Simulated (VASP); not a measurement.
Set up this calculation in VASP 6.6.1, as the native input.

- Task: single point
- Functional: HSE06
- Potentials or basis: VASP PAW PBE potentials, release 64 (Al, N)
- Cutoff: 520 eV
- k mesh: 8 × 8 × 8
- Occupations: gaussian, width 0.01 eV
- Spin: no spin polarisation
- Dipole correction: no
- Grid for exact exchange (PRECFOCK): Normal
- Further INCAR settings: ALGO = Normal; EDIFF = 1e-06; NBANDS = 11
- Share of exact exchange: 0.25
- Screening parameter: 0.2079 1/Å

The system is AlN.

```xyz
2
Lattice="0.0000 1.9785 2.0522 1.9785 0.0000 2.0522 1.9785 1.9785 0.0000" Properties=species:S:1:pos:R:3 pbc="T T T"
Al    0.0000    0.0000    0.0000
N     1.9785    1.9785    2.0522
```

This cell differs from its parent crystal: epitaxial xy strain -2.0%.

The input as run:

POSCAR

```
AlN
1.0
    0.0000000000      1.9784910831      2.0521721466
    1.9784910831      0.0000000000      2.0521721466
    1.9784910831      1.9784910831      0.0000000000
Al N
1 1
Direct
    0.0000000000      0.0000000000      0.0000000000
    0.5000000000      0.5000000000      0.5000000000
```

INCAR.step1

```
SYSTEM = AlN
PREC = Accurate
ENCUT = 520
EDIFF = 1E-5
ISMEAR = 0
SIGMA = 0.01
LREAL = .FALSE.
LASPH = .TRUE.
NELM = 80
ALGO = Normal
ISIF = 2
LWAVE = .TRUE.
GGA = PE
NBANDS = 11
```

INCAR.step2

```
SYSTEM = AlN
PREC = Accurate
ENCUT = 520
EDIFF = 1E-6
ISMEAR = 0
SIGMA = 0.01
LREAL = .FALSE.
LASPH = .TRUE.
NELM = 80
ALGO = Normal
ISIF = 2
LWAVE = .FALSE.
LCHARG = .TRUE.
GGA = PE
LHFCALC = .TRUE.
HFSCREEN = 0.2079
PRECFOCK = Normal
LELF = .TRUE.
LVHAR = .TRUE.
ISTART = 1
NBANDS = 11
```

KPOINTS

```
Automatic mesh
0
G
  8 8 8
  0 0 0
```

Potentials or basis: VASP PAW PBE potentials, release 64 (Al, N).

Launch:

```console
$ cat potpaw_PBE.64/Al/POTCAR potpaw_PBE.64/N/POTCAR > POTCAR
$ cp INCAR.step1 INCAR
$ mpirun -np 1 vasp_std > vasp.out
$ cp INCAR.step2 INCAR
$ mpirun -np 1 vasp_std > vasp.out
```

Results of the run:

- Pressure: 6.2 GPa
- Band gap on the k mesh: 5.97 eV (least direct gap 7.42 eV)

Caveat: the cell differs from its parent crystal (epitaxial xy strain -2.0%); the stress differs along the axes, from -1 to 10 GPa; the structure was generated, so it needn't be the stable form of AlN; the PAW data sets were made with another functional, which shifts forces and pressure a little.

It took 26 min on 1 thread of AMD EPYC 7R13 Processor (Zen 3), on a shared host, peak memory 0.22 GiB.
